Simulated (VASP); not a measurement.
Write the native input for VASP 6.6.1 that does the following.

```
Task                   : single point
Functional             : PBE
Potentials or basis    : VASP PAW PBE potentials, release 64 (P)
Cutoff                 : 520 eV
k mesh                 : 6 × 8 × 1
Occupations            : fermi-dirac, width 0.02 eV
Spin                   : no spin polarisation
Dipole correction      : yes
Further INCAR settings : ALGO = Normal; EDIFF = 1e-07; NBANDS = 18
```

The structure of P lies in POSCAR:

```
P
1.0
    4.6043574457      0.0000000000      0.0000000000
    0.0000000000      3.2754047198      0.0000000000
    0.0000000000      0.0000000000     27.8195791164
P
4
Direct
    0.0902642594      0.0000000000      0.3790215125
    0.4097357406      0.5000000000      0.3790215125
    0.5902642594      0.5000000000      0.3039507180
    0.9097357406      0.0000000000      0.3039507180
```

This cell differs from its parent crystal: strain -0.5%.

These files were run (other wordings do the same):

INCAR

```
ALGO = Normal
DIPOL = 0.5 0.5 0.341
EDIFF = 1E-7
ENCUT = 520
GGA = PE
IDIPOL = 3
ISIF = 2
ISMEAR = -1
LASPH = True
LCHARG = False
LDIPOL = True
LREAL = False
LWAVE = False
NBANDS = 18
NELM = 60
PREC = Accurate
SIGMA = 0.02
```

KPOINTS

```
k-points
0
Gamma
  6 8 1
```

Potentials or basis: VASP PAW PBE potentials, release 64 (P).

Launch:

```bash
$ cat potpaw_PBE.64/P/POTCAR > POTCAR
$ mpirun -np 1 vasp_std > vasp.out
```

Results of the run:

The largest force is 0.216 eV/Å and the band gap on the k mesh is 0.88 eV, direct.

Caveat: the cell differs from its parent crystal (strain -0.5%).

Wall time 100 s on 1 thread of Intel(R) Xeon(R) 6975P-C (Granite Rapids), with other jobs on the host, peak memory 0.45 GiB.
